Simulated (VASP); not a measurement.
Wanted: the native input for a VASP 6.6.1 run.

- Task: single point
- Functional: PBEsol
- Potentials or basis: VASP PAW PBE potentials, release 64 (Zn, O)
- Cutoff: 520 eV
- k mesh: 9 × 9 × 6
- Occupations: gaussian, width 0.02 eV
- Spin: no spin polarisation
- Dipole correction: no
- Further INCAR settings: ALGO = Normal; EDIFF = 1e-07; NBANDS = 26

The structure of ZnO lies in POSCAR:

```
ZnO
1.0
    3.2305167433      0.0000000000      0.0000000000
   -1.6152583716      2.7977095671      0.0000000000
    0.0000000000      0.0000000000      5.2139362521
Zn O
2 2
Direct
    0.6666666667      0.3333333333      0.5006385768
    0.3333333333      0.6666666667      0.0006385768
    0.6666666667      0.3333333333      0.8796714232
    0.3333333333      0.6666666667      0.3796714232
```

These files were run (other wordings do the same):

INCAR

```
SYSTEM = ZnO
PREC     = Accurate       ! precision mode
ENCUT    = 520            ! plane-wave cutoff, eV
EDIFF    = 1E-7           ! SCF threshold, eV
ISMEAR   = 0              ! smearing method
SIGMA    = 0.02           ! smearing width, eV
LREAL    = .FALSE.        ! projectors in reciprocal space
LASPH    = .TRUE.         ! aspherical terms in the spheres
NELM     = 60             ! most SCF steps
ALGO     = Normal         ! electronic algorithm
ISIF     = 2              ! what is computed and relaxed
LWAVE    = .FALSE.        ! write WAVECAR
LCHARG   = .FALSE.        ! write CHGCAR
GGA      = PS             ! functional
NBANDS   = 26             ! bands
```

KPOINTS

```
regular mesh
0
G
  9 9 6
  0 0 0
```

Potentials or basis: VASP PAW PBE potentials, release 64 (Zn, O).

Command:

```console
$ cat potpaw_PBE.64/Zn/POTCAR potpaw_PBE.64/O/POTCAR > POTCAR
$ mpirun -np 1 vasp_std > vasp.out
```

It gave:

The pressure is 1.0 GPa and the band gap on the k mesh is 0.69 eV, direct.

Caveat: the PAW data sets were made with another functional, which shifts forces and pressure a little.

Run time: 42 s on 1 thread of Intel(R) Xeon(R) Platinum 8259CL CPU @ 2.50GHz (Skylake/Cascade Lake) (shared host), peak memory 0.18 GiB.
